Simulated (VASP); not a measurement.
**AlNi: single point with PBE**

AlNi:

```
Al Ni
1.0
     2.14474   -2.14471    0.00000
     2.14474    2.14471    0.00000
     0.00000    0.00000    2.97780
Al Ni
1 1
Direct
  0.00000 0.00000 0.00000
  0.50000 0.50000 0.50000
```

| Property | Result |
| --- | --- |
| Program | VASP 6.6.1 |
| Task | single point |
| Functional | PBE |
| Potentials or basis | VASP PAW PBE potentials, release 64 (Al, Ni) |
| Cutoff | 520 eV |
| k mesh | 16 × 16 × 16 |
| Occupations | gaussian, width 0.15 eV |
| Spin | no spin polarisation |
| Dipole correction | no |
| Further INCAR settings | ALGO = Fast; EDIFF = 1e-07; NBANDS = 14 |

```json
{"Pressure": "-15.0 GPa"}
```

Stress tensor (GPa, compression positive):
```
-15.31   0.00   0.00
  0.00 -15.30   0.00
  0.00   0.00 -14.34
```

Levels at points of the mesh, in eV from the Fermi level:
| k point | band 5 | band 6 | band 7 | band 8 | band 9 | band 10 |
| --- | --- | --- | --- | --- | --- | --- |
| (0.00, 0.00, 0.00) | -1.27 | -1.27 | 4.75 | 4.75 | 5.35 | 7.62 |
| (0.50, 0.00, 0.00) | -1.82 | -1.21 | -0.61 | 8.08 | 9.15 | 9.39 |
| (0.50, 0.50, 0.00) | -1.67 | -1.67 | -0.88 | 1.15 | 1.77 | 11.10 |
| (0.00, 0.00, 0.50) | -1.90 | -1.24 | -0.50 | 8.10 | 9.23 | 9.23 |
| (0.50, 0.00, 0.50) | -1.74 | -1.73 | -0.85 | 1.31 | 1.90 | 10.70 |
| (0.50, 0.50, 0.50) | -0.81 | 2.10 | 2.10 | 2.13 | 2.55 | 3.77 |

Run time: 2.2 min on 1 thread of Intel Xeon 6975P-C (shared host), peak memory 0.36 GiB.

Spin polarisation is off, so any magnetic state and its effect on volume and gap are missing.
